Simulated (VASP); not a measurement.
# BaBr (P4/mmm) in VASP: single point with PBE

Aim: the single point of BaBr with PBE.

All numbers are computed with VASP 6.6.1; they aren't measurements. Logs are shortened: lines on timing, memory, paths and dates and some standing lists are left out, and cuts for length are marked.

## Step 1: The cell of the first run

The structure is tetragonal, space group P4/mmm (No. 123). The conventional cell has a = 3.745 Å, b = 3.745 Å, c = 5.116 Å, α = 90.00°, β = 90.00°, γ = 90.00°. Ba (site symmetry 4/mmm) has 8 Br at 3.68 Å and 4 Ba at 3.75 Å within 4.8 Å. Br (site symmetry 4/mmm) has 8 Ba at 3.68 Å and 4 Br at 3.75 Å within 4.8 Å.

## Step 2: Single point, PBE

Contents of INCAR:

```
SYSTEM = BaBr
PREC     = Accurate       ! precision mode
ENCUT    = 520            ! plane-wave cutoff, eV
EDIFF    = 1E-6           ! SCF threshold, eV
ISMEAR   = 0              ! smearing method
SIGMA    = 0.1            ! smearing width, eV
LREAL    = .False.        ! projectors in reciprocal space
LASPH    = .True.         ! aspherical terms in the spheres
NELM     = 60             ! most SCF steps
ALGO     = Normal         ! electronic algorithm
ISIF     = 2              ! what is computed and relaxed
LWAVE    = .False.        ! write WAVECAR
LCHARG   = .True.         ! write CHGCAR
GGA      = PE             ! functional
LELF     = .True.         ! ELF
LVHAR    = .True.       
NBANDS   = 16             ! bands
```

Contents of KPOINTS:

```
regular mesh
0
Gamma
  4 4 4
  0 0 0
```

Contents of POSCAR:

```
BaBr
1.0
    3.7454190100      0.0000000000      0.0000000000
    0.0000000000      3.7454190100      0.0000000000
    0.0000000000      0.0000000000      5.1158284500
Ba Br
1 1
Direct
    0.0000000000      0.0000000000      0.0000000000
    0.5000000000      0.5000000000      0.5000000000
```

Potentials or basis: VASP PAW PBE potentials, release 64 (Ba_sv, Br).

Run with:

```sh
> cat potpaw_PBE.64/Ba_sv/POTCAR potpaw_PBE.64/Br/POTCAR > POTCAR
> mpirun -np 1 vasp_std > vasp.out
```

OUTCAR:

```text
SYSTEM = BaBr
   PREC = Accurate
   ENCUT = 520
   EDIFF = 1E-6
   ISMEAR = 0
   LREAL = .False.
   LASPH = .True.
   NELM = 60
   ISIF = 2
   GGA = PE

 ion  position               nearest neighbor table
   1  0.000  0.000  0.000-   2 3.68   2 3.68   2 3.68   2 3.68   2 3.68   2 3.68   2 3.68   2 3.68

   2  0.500  0.500  0.500-   1 3.68   1 3.68   1 3.68   1 3.68   1 3.68   1 3.68   1 3.68   1 3.68

  LATTYP: Found a simple tetragonal cell.
 ALAT       =     3.7454190100
 C/A-ratio  =     1.3658894870

  Lattice vectors:

 A1 = (   3.7454190100,   0.0000000000,   0.0000000000)
 A2 = (   0.0000000000,   3.7454190100,   0.0000000000)
 A3 = (   0.0000000000,   0.0000000000,   5.1158284500)

Analysis of symmetry for initial positions (statically):
=====================================================================
 Subroutine PRICEL returns:
 Original cell was already a primitive cell.

 Routine SETGRP: Setting up the symmetry group for a
 simple tetragonal supercell.

 Subroutine GETGRP returns: Found 16 space group operations
 (whereof 16 operations were pure point group operations)
 out of a pool of 16 trial point group operations.

The static configuration has the point symmetry D_4h.

Analysis of symmetry for dynamics (positions and initial velocities):
=====================================================================
 Subroutine PRICEL returns:
 Original cell was already a primitive cell.

 Routine SETGRP: Setting up the symmetry group for a
 simple tetragonal supercell.

 Subroutine GETGRP returns: Found 16 space group operations
 (whereof 16 operations were pure point group operations)
 out of a pool of 16 trial point group operations.

The dynamic configuration has the point symmetry D_4h.

 Subroutine INISYM returns: Found 16 space group operations
 (whereof 16 operations are pure point group operations),
 and found     1 'primitive' translations

----------------------------------------------------------------------------------------

                                     Primitive cell

  volume of cell :      71.7657

  direct lattice vectors                    reciprocal lattice vectors
     3.745419010  0.000000000  0.000000000     0.266992824  0.000000000  0.000000000
     0.000000000  3.745419010  0.000000000     0.000000000  0.266992824  0.000000000
     0.000000000  0.000000000  5.115828450     0.000000000  0.000000000  0.195471762

  length of vectors
     3.745419010  3.745419010  5.115828450     0.266992824  0.266992824  0.195471762

  position of ions in fractional coordinates (direct lattice)
     0.000000000  0.000000000  0.000000000
     0.500000000  0.500000000  0.500000000

  ion indices of the primitive-cell ions
   primitive index   ion index
                 1           1
                 2           2

----------------------------------------------------------------------------------------

 KPOINTS: regular mesh

Automatic generation of k-mesh.
 Grid dimensions read from file:
 generate k-points for:    4    4    4

 Generating k-lattice:

  Cartesian coordinates                     Fractional coordinates (reciprocal lattice)
     0.066748206  0.000000000  0.000000000     0.250000000  0.000000000  0.000000000
     0.000000000  0.066748206  0.000000000     0.000000000  0.250000000  0.000000000
     0.000000000  0.000000000  0.048867940     0.000000000  0.000000000  0.250000000

  Length of vectors
     0.066748206  0.066748206  0.048867940

  Shift w.r.t. Gamma in fractional coordinates (k-lattice)
     0.000000000  0.000000000  0.000000000

 Subroutine IBZKPT returns following result:
 ===========================================

 Found     18 irreducible k-points:

 Following reciprocal coordinates:
            Coordinates               Weight
  0.000000  0.000000  0.000000      1.000000
  0.250000  0.000000  0.000000      4.000000
  0.500000  0.000000  0.000000      2.000000
  0.250000  0.250000  0.000000      4.000000
  0.500000  0.250000  0.000000      4.000000
  0.500000  0.500000  0.000000      1.000000
[... 10 lines left out ...]
  0.500000  0.250000  0.500000      4.000000
  0.500000  0.500000  0.500000      1.000000
   k-points           NKPTS =     18   k-points in BZ     NKDIM =     18   number of bands    NBANDS=     16
   number of dos      NEDOS =    301   number of ions     NIONS =      2
   total plane-waves  NPLWV =  31360
   dimension x,y,z NGX =    28 NGY =   28 NGZ =   40
   dimension x,y,z NGXF=    56 NGYF=   56 NGZF=   80
   ions per type =               1   1
   NGX,Y,Z   is equivalent  to a cutoff of  12.43, 12.43, 13.00 a.u.
   NGXF,Y,Z  is equivalent  to a cutoff of  24.86, 24.86, 26.00 a.u.
 SYSTEM =  BaBr
   PREC   = accura    normal or accurate (medium, high low for compatibility)
   ISTART =      0    job   : 0-new  1-cont  2-samecut
   ICHARG =      2    charge: 1-file 2-atom 10-const
   ISPIN  =      1    spin polarized calculation?
   LNONCOLLINEAR =      F non collinear calculations
   LSORBIT =      F    spin-orbit coupling
   LASPH  =      T    aspherical Exc in radial PAW
   ENCUT  =  520.0 eV  38.22 Ry    6.18 a.u.   6.96  6.96  9.51*2*pi/ulx,y,z
   NELM   =     60;   NELMIN=  2; NELMDL= -5     # of ELM steps
   EDIFF  = 0.1E-05   stopping-criterion for ELM
   LREAL  =      F    real-space projection
   EDIFFG = 0.1E-04   stopping-criterion for IOM
   NSW    =      0    number of steps for IOM
   IBRION =     -1    ionic relax: 0-MD 1-quasi-New 2-CG
   NFREE  =      0    steps in history (QN), initial steepest desc. (CG)
   ISIF   =      2    stress and relaxation
   ISYM   =      2    0-nonsym 1-usesym 2-fastsym
   POTIM  = 0.5000    time-step for ionic-motion
   TEBEG  =    0.0;   TEEND  =   0.0 temperature during run
   PSTRESS=    0.0 pullay stress
   NELECT =      17.0000    total number of electrons
   NUPDOWN=      -1.0000    fix difference up-down
   EMIN   =  10.00;   EMAX   =-10.00  energy-range for DOS
   EFERMI =   0.00;   METHOD = LEGACY
   ISMEAR =     0;   SIGMA  =   0.10  broadening in eV -4-tet -1-fermi 0-gaus
   EFERMI_NEDOS =   21; number of points for ismear=-14 and -15
   IALGO  =     38    algorithm
   IMIX   =      4    mixing-type and parameters
     AMIX     =   0.40;   BMIX     =  1.00
     AMIX_MAG =   1.60;   BMIX_MAG =  1.00
  volume/ion in A,a.u.               =      35.88       242.15
  Fermi-wavevector in a.u.,A,eV,Ry     =   1.012944  1.914187 13.960340  1.026056
  Thomas-Fermi vector in A             =   2.146084
   LORBIT       =      0    0 simple, 1 ext, 2 COOP (PROOUT), +10 PAW based schemes
   GGA     = PE    functional components
   LHFCALC =     F    Hartree Fock is set to
   AEXX    =    0.0000 exact exchange contribution
   IVDW    =     0    specifies the selected vdW correction
   LEPSILON=     F    determine dielectric tensor
   LRPA    =     F    only Hartree local field effects (RPA)
 non-spin polarized calculation
 Gauss-broadening in eV      SIGMA  =   0.10
  energy-cutoff  :      520.00
  volume of cell :       71.77
 maximum number of plane-waves:      1948
 NGX is ok and might be reduce to    28
   NGX = 13   NGY = 13   NGZ = 19

 number of electron      16.9999996 magnetization

 Free energy of the ion-electron system (eV)
  ---------------------------------------------------
  ext. energy  EPLUGINS =         0.00000000
  ---------------------------------------------------
  free energy    TOTEN  =        -6.21827085 eV

  energy without entropy =       -6.21115838  energy(sigma->0) =       -6.21471462

 E-fermi :   4.1257     XC(G=0):  -8.6146

 val. band max:        4.0689396438   @ k =   0.5000   0.0000   0.2500
 cond. band min:       4.1706822281   @ k =   0.5000   0.2500   0.0000
 fundamental gap:      0.1017425843
 Fermi energy:         4.1257142421

 k-point     1 :       0.0000    0.0000    0.0000
  band No.  band energies     occupation
      1     -25.2276      2.00000
      2     -12.7081      2.00000
      3     -10.5286      2.00000
      4      -9.8718      2.00000
      5      -9.8718      2.00000
      6      -0.8419      2.00000
[... 8 lines left out ...]
     15      10.4489      0.00000
     16      12.1911      0.00000

 k-point     2 :       0.2500    0.0000    0.0000
  band No.  band energies     occupation
      1     -25.1729      2.00000
      2     -12.6558      2.00000
      3     -10.4424      2.00000
      4     -10.3617      2.00000
      5      -9.8148      2.00000
      6      -1.0656      2.00000
[... 8 lines left out ...]
     15      10.0564      0.00000
     16      10.4568      0.00000

 k-point     3 :       0.5000    0.0000    0.0000
  band No.  band energies     occupation
      1     -25.1169      2.00000
      2     -12.6353      2.00000
      3     -10.7455      2.00000
      4     -10.3527      2.00000
      5      -9.7565      2.00000
      6      -2.0202      2.00000
[... 8 lines left out ...]
     15       8.8276      0.00000
     16       8.9127      0.00000

 k-point     4 :       0.2500    0.2500    0.0000
  band No.  band energies     occupation
      1     -25.1194      2.00000
      2     -12.5525      2.00000
      3     -10.3748      2.00000
      4     -10.3658      2.00000
      5     -10.2993      2.00000
      6      -0.9737      2.00000
[... 8 lines left out ...]
     15      11.1689      0.00000
     16      11.3562      0.00000

 k-point     5 :       0.5000    0.2500    0.0000
  band No.  band energies     occupation
      1     -25.0647      2.00000
      2     -12.4635      2.00000
      3     -10.7674      2.00000
      4     -10.3193      2.00000
      5     -10.2866      2.00000
      6      -1.6497      2.00000
[... 8 lines left out ...]
     15      11.5108      0.00000
     16      11.8067      0.00000

 k-point     6 :       0.5000    0.5000    0.0000
  band No.  band energies     occupation
      1     -25.0113      2.00000
      2     -12.2638      2.00000
      3     -10.8155      2.00000
      4     -10.8155      2.00000
      5     -10.2186      2.00000
      6      -1.2454      2.00000
[... 8 lines left out ...]
     15      11.3262      0.00000
     16      12.3947      0.00000
[... 153 lines left out ...]
 k-point    15 :       0.5000    0.0000    0.5000
  band No.  band energies     occupation
      1     -25.1145      2.00000
      2     -12.4798      2.00000
      3     -10.9932      2.00000
      4     -10.4485      2.00000
      5      -9.7524      2.00000
      6      -1.5140      2.00000
[... 8 lines left out ...]
     15      10.7452      0.00000
     16      11.0674      0.00000

 k-point    16 :       0.2500    0.2500    0.5000
  band No.  band energies     occupation
      1     -25.1167      2.00000
      2     -12.5441      2.00000
      3     -10.4157      2.00000
      4     -10.3590      2.00000
      5     -10.3378      2.00000
      6      -1.1127      2.00000
[... 8 lines left out ...]
     15       8.9837      0.00000
     16      11.6143      0.00000

 k-point    17 :       0.5000    0.2500    0.5000
  band No.  band energies     occupation
      1     -25.0625      2.00000
      2     -12.3658      2.00000
      3     -10.8959      2.00000
      4     -10.3640      2.00000
      5     -10.3045      2.00000
      6      -1.5617      2.00000
[... 8 lines left out ...]
     15       9.3363      0.00000
     16      11.5841      0.00000

 k-point    18 :       0.5000    0.5000    0.5000
  band No.  band energies     occupation
      1     -25.0094      2.00000
      2     -12.2451      2.00000
      3     -10.7940      2.00000
      4     -10.7940      2.00000
      5     -10.2762      2.00000
      6      -1.6336      2.00000
[... 8 lines left out ...]
     15       8.6483      0.00000
     16      11.3419      0.00000

------------------------ aborting loop because EDIFF is reached ----------------------------------------

  FORCE on cell =-STRESS in cart. coord.  units (eV):
  Direction    XX          YY          ZZ          XY          YZ          ZX
  --------------------------------------------------------------------------------------
  -------------------------------------------------------------------------------------
  Total        0.9253577      0.9253577     -1.7437879      0.0000000      0.0000000      0.0000000
  in kB       20.6587200     20.6587200    -38.9302735      0.0000000      0.0000000      0.0000000
  external PRESSURE =       0.7957222 kB  Pullay stress =       0.0000000 kB

 VOLUME and BASIS-vectors are now :
 -----------------------------------------------------------------------------
  energy-cutoff  :      520.00
  volume of cell :       71.77
      direct lattice vectors                 reciprocal lattice vectors
     3.745419010  0.000000000  0.000000000     0.266992824  0.000000000  0.000000000
     0.000000000  3.745419010  0.000000000     0.000000000  0.266992824  0.000000000
     0.000000000  0.000000000  5.115828450     0.000000000  0.000000000  0.195471762

 POSITION                                       TOTAL-FORCE (eV/Angst)
 -----------------------------------------------------------------------------------
      0.00000      0.00000      0.00000         0.000000      0.000000      0.000000
      1.87271      1.87271      2.55791         0.000000      0.000000      0.000000
 -----------------------------------------------------------------------------------
    total drift:                                0.000000      0.000000      0.000000

  FREE ENERGIE OF THE ION-ELECTRON SYSTEM (eV)
  ---------------------------------------------------
  free  energy   TOTEN  =        -6.2182708497 eV

  energy  without entropy=       -6.2111583809  energy(sigma->0) =       -6.21471462
```

It took 11 s on 1 thread of AMD EPYC 9R45 (Zen 5), shared host; peak memory 0.15 GiB.

Results:

```yaml
Free_energy: -6.2183 eV
Pressure: 0.1 GPa
```

Stress tensor (GPa, compression positive):
```
 2.07  0.00  0.00
 0.00  2.07  0.00
 0.00  0.00 -3.89
```

Caveat: the k points lie up to 0.42 Å⁻¹ apart; spin-orbit coupling is left out, which moves the levels of the heavy elements; an odd number of electrons without spin polarisation forces a metal; a magnetic or distorted state may lie lower.
